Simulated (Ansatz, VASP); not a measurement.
# One calculation of NiO, two programs

```xyz
2
Lattice="0.0000 2.1871 2.1337 2.1871 0.0000 2.1337 2.1871 2.1871 0.0000" Properties=species:S:1:pos:R:3 pbc="T T T"
Ni    0.0000    0.0000    0.0000
O     2.1871    2.1871    2.1337
```

Change from the starting cell: strain +0.0250 x Voigt [1, 1, 0, 0, 0, 0], atoms carried along.

Alike in both runs: task single point; functional PBE; k mesh 12 × 12 × 12; occupations gaussian, width 0.05 eV; collinear spin; Hubbard terms Ni d U = 6.2 eV.

|  | VASP | Ansatz |
| --- | --- | --- |
| version | VASP 6.6.1 | Ansatz 0.2.0 |
| potentials or method | VASP PAW PBE potentials, release 64 (Ni, O), cutoff 520 eV | scalar-relativistic, plane waves, PAW |
| valence electrons in the cell | 16 | 24 |

```csv
,VASP,Ansatz,Ansatz less VASP
gap on the k mesh at the Fermi level (eV),2.03,1.63,-0.404
least direct gap on the mesh (eV),2.76,2.62,-0.140
pressure (GPa),-14.5,-7.8,+6.74
"traceless stress, the component that is largest in VASP (GPa)",1.83,2.52,+0.699
net moment per atom (μB),1.00,1.00,0.000
size of the moment on the site where the two differ most (μB),1.83,1.74,-0.088
```

Site moments also hang on the region over which each program counts them. The programs project onto different local orbitals, so the same U acts differently, and such runs can settle in different states. VASP's potentials hold 16 valence electrons a cell and Ansatz's 24, so a difference there can come from the potentials and not from the codes.
